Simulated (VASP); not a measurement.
# GaSb (I-4m2) in VASP: notebook, part 2 of 2

VASP 6.6.1.

## (4) Single point, PBE

This run uses another cell than the first one, of 23.57 Å³/atom.

INCAR

```
ALGO = Normal ; EDIFF = 1E-6
ENCUT = 520 ; GGA = PE
ISIF = 2 ; ISMEAR = 0
LASPH = T ; LCHARG = F
LREAL = F ; LWAVE = F
NBANDS = 16 ; NELM = 60
PREC = Accurate ; SIGMA = 0.15
```

KPOINTS

```
k-points
0
Gamma
  16 16 16
```

POSCAR

```
GaSb
1.0
   -2.6968000000      2.6968000000      1.6207000000
    2.6968000000     -2.6968000000      1.6207000000
    2.6968000000      2.6968000000     -1.6207000000
Ga Sb
1 1
Direct
    0.2500000000      0.7500000000      0.5000000000
    0.0000000000      0.0000000000      0.0000000000
```

Potentials or basis: VASP PAW PBE potentials, release 64 (Ga_d, Sb).

Launch:

```sh
$ cat potpaw_PBE.64/Ga_d/POTCAR potpaw_PBE.64/Sb/POTCAR > POTCAR
$ mpirun -np 1 vasp_std > vasp.out
```

OUTCAR:

```text
EDIFF = 1E-6
   ENCUT = 520
   GGA = PE
   ISIF = 2
   ISMEAR = 0
   LASPH = T
   LREAL = F
   NELM = 60
   PREC = Accurate

 ion  position               nearest neighbor table
   1  0.250  0.750  0.500-   2 2.82   2 2.82   2 2.82   2 2.82
   2  0.000  0.000  0.000-   1 2.82   1 2.82   1 2.82   1 2.82

  LATTYP: Found a body centered tetragonal cell.
 ALAT       =     5.3936000000
 C/A-ratio  =     0.6009715218

  Lattice vectors:

 A1 = (  -2.6968000000,   2.6968000000,   1.6207000000)
 A2 = (   2.6968000000,  -2.6968000000,   1.6207000000)
 A3 = (   2.6968000000,   2.6968000000,  -1.6207000000)

Analysis of symmetry for initial positions (statically):
=====================================================================
 Subroutine PRICEL returns:
 Original cell was already a primitive cell.

 Routine SETGRP: Setting up the symmetry group for a
 body centered tetragonal supercell.

 Subroutine GETGRP returns: Found  8 space group operations
 (whereof  8 operations were pure point group operations)
 out of a pool of 16 trial point group operations.

The static configuration has the point symmetry D_2d.
[... 160 lines left out ...]

 E-fermi :   6.8473     XC(G=0): -10.3364

 val. band max:        6.8368794527   @ k =  -0.2500  -0.3125   0.0625
 cond. band min:       6.8515359099   @ k =  -0.1250   0.1250   0.0625
 fundamental gap:      0.0146564572
 Fermi energy:         6.8472861011

 k-point     1 :       0.0000    0.0000    0.0000
  band No.  band energies     occupation
      1      -8.1600      2.00000
      2      -8.0856      2.00000
      3      -8.0774      2.00000
      4      -8.0625      2.00000
      5      -8.0625      2.00000
      6      -5.2806      2.00000
[... 433 lines left out ...]
      3      -8.0769      2.00000
      4      -8.0626      2.00000
      5      -8.0619      2.00000
      6      -5.2440      2.00000
[... 8 lines left out ...]
     15      16.2391      0.00000
     16      17.4096      0.00000

 [... further k-points ...]

------------------------ aborting loop because EDIFF is reached ----------------------------------------

  FORCE on cell =-STRESS in cart. coord.  units (eV):
  Direction    XX          YY          ZZ          XY          YZ          ZX
  --------------------------------------------------------------------------------------
  -------------------------------------------------------------------------------------
  Total        0.8215326      0.8215326     -0.0261245      0.0000000      0.0000000      0.0000000
  in kB       27.9174195     27.9174195     -0.8877662      0.0000000      0.0000000      0.0000000
  external PRESSURE =      18.3156909 kB  Pullay stress =       0.0000000 kB

 VOLUME and BASIS-vectors are now :
 -----------------------------------------------------------------------------
  energy-cutoff  :      520.00
  volume of cell :       47.15
      direct lattice vectors                 reciprocal lattice vectors
    -2.696800000  2.696800000  1.620700000     0.000000000  0.185404924  0.308508669
     2.696800000 -2.696800000  1.620700000     0.185404924  0.000000000  0.308508669
     2.696800000  2.696800000 -1.620700000     0.185404924  0.185404924  0.000000000

 POSITION                                       TOTAL-FORCE (eV/Angst)
 -----------------------------------------------------------------------------------
      2.69680     -0.00000      0.81035        -0.000000      0.000000     -0.000000
      0.00000      0.00000      0.00000         0.000000     -0.000000      0.000000
 -----------------------------------------------------------------------------------
    total drift:                                0.000000     -0.000000      0.000000

  FREE ENERGIE OF THE ION-ELECTRON SYSTEM (eV)
  ---------------------------------------------------
  free  energy   TOTEN  =        -6.9729683084 eV

  energy  without entropy=       -6.9645073783  energy(sigma->0) =       -6.96873784
```

OSZICAR:

```text
N       E                     dE             d eps       ncg     rms          rms(c)
DAV:   1     0.836113378451E+02    0.83611E+02   -0.82636E+03 11168   0.149E+03
DAV:   2    -0.813925834904E+00   -0.84425E+02   -0.81510E+02 13272   0.320E+02
DAV:   3    -0.688994001129E+01   -0.60760E+01   -0.60515E+01 13448   0.636E+01
DAV:   4    -0.699309561209E+01   -0.10316E+00   -0.10314E+00 13792   0.919E+00
DAV:   5    -0.699547295544E+01   -0.23773E-02   -0.23773E-02 13888   0.126E+00    0.254E+00
DAV:   6    -0.697675744195E+01    0.18716E-01   -0.37857E-02 14768   0.327E+00    0.144E+00
DAV:   7    -0.697302997751E+01    0.37275E-02   -0.13179E-02 15768   0.126E+00    0.245E-01
DAV:   8    -0.697295462110E+01    0.75356E-04   -0.18069E-03 14600   0.544E-01    0.379E-02
DAV:   9    -0.697296786150E+01   -0.13240E-04   -0.11347E-04 14016   0.869E-02    0.200E-02
DAV:  10    -0.697296830838E+01   -0.44688E-06   -0.68466E-06 14400   0.189E-02
   1 F= -.69729683E+01 E0= -.69687378E+01  d E =-.846093E-02
```

Wall time 4.6 min (1 thread of Intel Xeon 8259CL, shared host); peak memory 0.4 GiB.

Results:

```yaml
Free_energy: -6.9730 eV
Pressure: 1.8 GPa
Band_gap_on_the_k_mesh: zero (bands 9 and 10 overlap by 5.10 eV)
```

Caveat: spin-orbit coupling is left out, which moves the levels of the heavy elements.

## (5) Single point, PBE

This run uses another cell than the first one, of 23.75 Å³/atom.

INCAR

```
SYSTEM = GaSb
  ALGO = Normal
  EDIFF = 1E-6
  ENCUT = 520
  GGA = PE
  ISIF = 2
  ISMEAR = 0
  LASPH = .True.
  LCHARG = .True.
  LELF = .True.
  LREAL = .False.
  LVHAR = .True.
  LWAVE = .False.
  NBANDS = 16
  NELM = 60
  PREC = Accurate
  SIGMA = 0.15
```

KPOINTS

```
k-points
0
Gamma
  16 16 16
  0 0 0
```

POSCAR

```
GaSb
1.0
   -2.6368500000      2.6368500000      1.7076500000
    2.6368500000     -2.6368500000      1.7076500000
    2.6368500000      2.6368500000     -1.7076500000
Ga Sb
1 1
Direct
    0.2500000000      0.7500000000      0.5000000000
    0.0000000000      0.0000000000      0.0000000000
```

Launch:

```sh
$ cat potpaw_PBE.64/Ga_d/POTCAR potpaw_PBE.64/Sb/POTCAR > POTCAR
$ mpirun -np 1 vasp_std > vasp.out
```

It took 4.7 min on 1 thread of Intel Xeon 8259CL, shared host; peak memory 0.4 GiB.

It converged, with:

```
Free energy            : -6.9136 eV
Pressure               : 2.5 GPa
Band gap on the k mesh : zero (bands 9 and 10 overlap by 4.95 eV)
```

Stress tensor (GPa, compression positive):
```
 4.23  0.00  0.00
 0.00  4.23  0.00
 0.00  0.00 -0.92
```

Levels at points of the mesh, in eV from the Fermi level:
| k point | band 7 | band 8 | band 9 | band 10 | band 11 | band 12 |
| --- | --- | --- | --- | --- | --- | --- |
| (0.00, 0.00, 0.00) | -1.82 | -1.48 | -1.48 | 3.67 | 3.86 | 6.08 |
| (0.50, 0.00, 0.00) | -6.02 | -2.15 | -1.94 | -0.97 | 2.31 | 3.63 |
| (0.50, 0.50, 0.00) | -8.07 | 0.39 | 1.52 | 3.09 | 3.20 | 3.95 |
| (0.50, 0.50, 0.50) | -5.63 | -4.96 | -4.96 | 1.73 | 3.14 | 11.10 |

Caveat: spin-orbit coupling is left out, which moves the levels of the heavy elements.

## (6) Single point, PBE

This run uses another cell than the first one, of 24.00 Å³/atom.

INCAR

```
PREC = Accurate
ENCUT = 520
EDIFF = 1E-6
ISMEAR = 0
SIGMA = 0.15
LREAL = False
LASPH = True
NELM = 60
ALGO = Normal
ISIF = 2
LWAVE = False
LCHARG = False
GGA = PE
NBANDS = 16
```

KPOINTS

```
Automatic mesh
0
Gamma
  16 16 16
```

POSCAR

```
GaSb
1.0
   -2.7014000000      2.7014000000      1.6444000000
    2.7014000000     -2.7014000000      1.6444000000
    2.7014000000      2.7014000000     -1.6444000000
Ga Sb
1 1
Direct
    0.2500000000      0.7500000000      0.5000000000
    0.0000000000      0.0000000000      0.0000000000
```

Potentials or basis: VASP PAW PBE potentials, release 64 (Ga_d, Sb).

Launch:

```sh
$ cat potpaw_PBE.64/Ga_d/POTCAR potpaw_PBE.64/Sb/POTCAR > POTCAR
$ mpirun -np 1 vasp_std > vasp.out
```

Run time: 4.6 min. Hardware: 1 thread of Intel Xeon 8259CL, shared host; peak memory 0.4 GiB.

The run converged. Its results:

* Free energy: -6.9724 eV
* Pressure: 1.0 GPa
* Band gap on the k mesh: zero (bands 9 and 10 overlap by 5.00 eV)

Stress tensor (GPa, compression positive):
```
 1.99  0.00  0.00
 0.00  1.99  0.00
 0.00  0.00 -1.14
```

Levels at points of the mesh, in eV from the Fermi level:
| k point | band 5 | band 6 | band 7 | band 8 | band 9 | band 10 | band 11 | band 12 | band 13 | band 14 |
| --- | --- | --- | --- | --- | --- | --- | --- | --- | --- | --- |
| (0.00, 0.00, 0.00) | -14.91 | -12.00 | -2.46 | -1.71 | -1.71 | 3.60 | 4.30 | 6.76 | 7.24 | 7.24 |
| (0.50, 0.00, 0.00) | -14.89 | -8.63 | -5.81 | -2.35 | -1.73 | -1.09 | 2.33 | 3.39 | 5.27 | 8.37 |
| (0.50, 0.50, 0.00) | -14.90 | -10.39 | -8.06 | 0.19 | 1.76 | 2.56 | 2.72 | 4.06 | 5.83 | 7.66 |
| (0.50, 0.50, 0.50) | -14.88 | -9.11 | -5.80 | -4.97 | -4.97 | 2.57 | 4.03 | 10.78 | 10.78 | 12.34 |

Caveat: spin-orbit coupling is left out, which moves the levels of the heavy elements.

## (7) Overview

| cell | gap on the mesh (eV) | pressure (GPa) |
| --- | --- | --- |
| a = 4.046 Å, angles 101.0, 101.0, 128.1°, 2 atoms | none | 4.4 |
| a = 4.204 Å, angles 97.7, 97.7, 137.0°, 2 atoms | none | 1.3 |
| a = 4.144 Å, angles 98.8, 98.8, 134.0°, 2 atoms | none | 1.8 |
| a = 4.101 Å, angles 100.0, 100.0, 130.8°, 2 atoms | none | 2.5 |
| a = 4.159 Å, angles 99.0, 99.0, 133.4°, 2 atoms | none | 1.0 |

Alike in all rows: task single point; level PBE; potentials or basis VASP PAW PBE potentials, release 64 (Ga_d, Sb); no spin polarisation; k mesh 16 × 16 × 16; cutoff (eV) 520; smearing gaussian 0.15 eV.

Caveats: spin-orbit coupling is left out, which moves the levels of the heavy elements; the cell stands under pressure (at least some runs).

Total energies depend on the potentials used, so only differences within one code and one set of settings carry meaning.
